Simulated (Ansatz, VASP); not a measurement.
Ta3N: VASP beside Ansatz

File INCAR:

```
SYSTEM = Ta3N
  PREC = Accurate
  ENCUT = 520
  EDIFF = 1E-7
  ISMEAR = -1
  SIGMA = 0.05
  LREAL = .FALSE.
  LASPH = .TRUE.
  NELM = 150
  ALGO = Normal
  ISIF = 2
  LWAVE = .FALSE.
  LCHARG = .FALSE.
  LMAXMIX = 4
  LDAU = .TRUE.
  LDAUTYPE = 2
  LDAUL = 2 -1
  LDAUU = 2 0
  LDAUJ = 0 0
  LDAUPRINT = 1
  GGA = PS
  NBANDS = 27
```

Contents of KPOINTS:

```
regular mesh
0
G
  10 10 4
  0 0 0
```

File POSCAR:

```
Ta3N
1.0
    3.0322239879      0.0000000000      0.0000000000
   -1.5161119940      2.6259830035      0.0000000000
    0.0000000000      0.0000000000      7.5241370000
Ta N
3 1
Direct
    0.6666666667      0.3333333333      0.8260700000
    0.3333333333      0.6666666667      0.1739300000
    0.0000000000      0.0000000000      0.5000000000
    0.0000000000      0.0000000000      0.0000000000
```

File input.yaml:

```yaml
crystal:
  lattice:
    - [3.0322239879, 0.0, 0.0]
    - [-1.516111994, 2.6259830035, 0.0]
    - [0.0, 0.0, 7.524137]
  atoms:
    - { symbol: Ta, position: [0.6666666667, 0.3333333333, 0.82607] }
    - { symbol: Ta, position: [0.3333333333, 0.6666666667, 0.17393] }
    - { symbol: Ta, position: [0.0, 0.0, 0.5] }
    - { symbol: "N", position: [0.0, 0.0, 0.0] }
kpoints:
  mp_grid: { grid: [10, 10, 4] }
scf:
  occupations: { method: fermi_dirac, width: 0.05 }
hamiltonian:
  xc: pbesol
  pseudopotentials: { kind: all_electron, lapw: { basis_error: 0.002 } }
  hubbard:
    sites: [{ species: Ta, l: d, u_eff: 2 }]
    double_counting: fll
    projectors: ortho-atomic
output:
  forces: true
  stress: true
  eigenvalues: true
  dos: { projected: false, de: 0.2, e_range: [-14, 10] }
```

Alike in both runs: functional PBEsol; k mesh 10 × 10 × 4; occupations fermi-dirac, width 0.05 eV; no spin polarisation; Hubbard terms Ta d U = 2.0 eV.

|  | VASP | Ansatz |
| --- | --- | --- |
| version | VASP 6.6.1 | Ansatz 0.2.0 |
| potentials or method | VASP PAW PBE potentials, release 64 (Ta_pv, N), cutoff 520 eV | all-electron LAPW, scalar-relativistic |
| task | single point | density of states |

|  | VASP | Ansatz | Ansatz less VASP |
| --- | --- | --- | --- |
| gap on the k mesh at the Fermi level (eV) | none | none | - |
| pressure (GPa) | -1.9 | -6.4 | -4.51 |
| traceless stress, the component that is largest in VASP (GPa) | 0.48 | 0.81 | +0.331 |
| rms of the force components (eV/Å) | 0.059 | 0.134 | +0.0750 |

VASP's potentials were made for PBE, not for PBEsol. The programs project onto different local orbitals, so the same U acts differently, and such runs can settle in different states. Atom by atom the forces differ by 0.075 eV/Å (rms over components). A gap of «none» marks a metal or a gap that the smearing closes. Ansatz ran all-electron here, and VASP with PAW potentials.

Neither program's run includes spin-orbit coupling. Noted on Ansatz's run: U is the effective U less J, on atomic orbitals that reach past the spheres.
